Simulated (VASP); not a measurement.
Input of a VASP 6.6.1 run:

The input POSCAR:

```
BP
1.0
    0.0000000000      2.2002188101      2.2342428123
    2.2002188101      0.0000000000      2.2342428123
    2.2002188101      2.2002188101      0.0000000000
B P
1 1
Direct
    0.0000000000      0.0000000000      0.0000000000
    0.7500000000      0.7500000000      0.7500000000
```

File INCAR.step1:

```
PREC = Accurate
ENCUT = 520
ISMEAR = 0
SIGMA = 0.05
LREAL = False
LASPH = True
NELM = 100
NBANDS = 11
GGA = PE
ALGO = Normal
EDIFF = 1E-4
LWAVE = True
LCHARG = False
```

The input INCAR.step2:

```
PREC = Accurate
ENCUT = 520
EDIFF = 1E-6
ISMEAR = 0
SIGMA = 0.05
LREAL = False
LASPH = True
NELM = 100
ALGO = Normal
ISIF = 2
LWAVE = False
LCHARG = False
METAGGA = R2SCAN
LMIXTAU = True
NBANDS = 11
ISTART = 1
```

KPOINTS

```
regular mesh
0
Gamma
  10 10 10
```

Potentials or basis: VASP PAW PBE potentials, release 64 (B, P).

Command:

```bash
$ cat potpaw_PBE.64/B/POTCAR potpaw_PBE.64/P/POTCAR > POTCAR
$ cp INCAR.step1 INCAR
$ mpirun -np 1 vasp_std > vasp.out
$ cp INCAR.step2 INCAR
$ mpirun -np 1 vasp_std > vasp.out
```

Problem. What does it give for the band gap on the k mesh?

Solution. 1.22 eV (least direct gap 3.69 eV).

Problem. Predict the pressure.

Solution. 14.2 GPa.

Stress tensor (GPa, compression positive):
```
15.84  0.00  0.00
 0.00 15.84  0.00
 0.00  0.00 11.01
```

Caveat: the cell differs from its parent crystal (strain -0.030 along x and y, -0.015 along z); the cell stands under pressure; the PAW data sets were made with another functional, which shifts forces and pressure a little. A k mesh can miss the band edges.
